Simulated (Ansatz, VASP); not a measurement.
# Two plane-wave programs on Be

The input INCAR:

```
SYSTEM = Be
PREC = Accurate
ENCUT = 520
EDIFF = 1E-6
ISMEAR = -1
SIGMA = 0.05
LREAL = .FALSE.
LASPH = .TRUE.
NELM = 80
ALGO = Normal
ISIF = 2
LWAVE = .FALSE.
LCHARG = .TRUE.
GGA = PS
LELF = .TRUE.
LVHAR = .TRUE.
NBANDS = 9
```

The input KPOINTS:

```
regular mesh
0
G
  15 15 8
  0 0 0
```

POSCAR

```
Be
1.0
    2.2424371395      0.0000000000      0.0000000000
   -1.1212185697      1.9420075292      0.0000000000
    0.0000000000      0.0000000000      3.6327481659
Be
2
Direct
    0.2133333333      0.6066666667      0.1600000000
    0.7866666667      0.3933333333      0.8400000000
```

Input for Ansatz:

```yaml
crystal:
  lattice:
    - [2.2424371395, 0.0, 0.0]
    - [-1.1212185697, 1.9420075292, 0.0]
    - [0.0, 0.0, 3.6327481659]
  atoms:
    - { symbol: Be, position: [0.2133333333, 0.6066666667, 0.16] }
    - { symbol: Be, position: [0.7866666667, 0.3933333333, 0.84] }
kpoints:
  mp_grid: { grid: [15, 15, 8] }
scf:
  occupations: { method: fermi_dirac, width: 0.05 }
hamiltonian:
  xc: pbesol
  pseudopotentials: { kind: paw }
output:
  forces: true
  stress: true
  eigenvalues: true
  populations: true
```

Change from the starting cell: shortest bond scaled by 0.64, PAW files.

Alike in both runs: task single point; functional PBEsol; k mesh 15 × 15 × 8; occupations fermi-dirac, width 0.05 eV; no spin polarisation.

|  | VASP | Ansatz |
| --- | --- | --- |
| version | VASP 6.6.1 | Ansatz 0.2.0 |
| potentials or method | VASP PAW PBE potentials, release 64 (Be) | PAW with Ansatz's default frozen-core files, scalar-relativistic |
| plane-wave cutoff (eV) | 520 | 420 |
| valence electrons in the cell | 4 | 4 |

```csv
,VASP,Ansatz,Ansatz less VASP
pressure (GPa),47.5,46.5,-0.98
"traceless stress, the component that is largest in VASP (GPa)",59.86,59.31,-0.551
rms of the force components (eV/Å),7.077,6.995,-0.0818
```

VASP's potentials were made for PBE, not for PBEsol. Atom by atom the forces differ by 0.083 eV/Å (rms over components). Both programs put the cell under a high pressure, so it lies far from rest at this level.
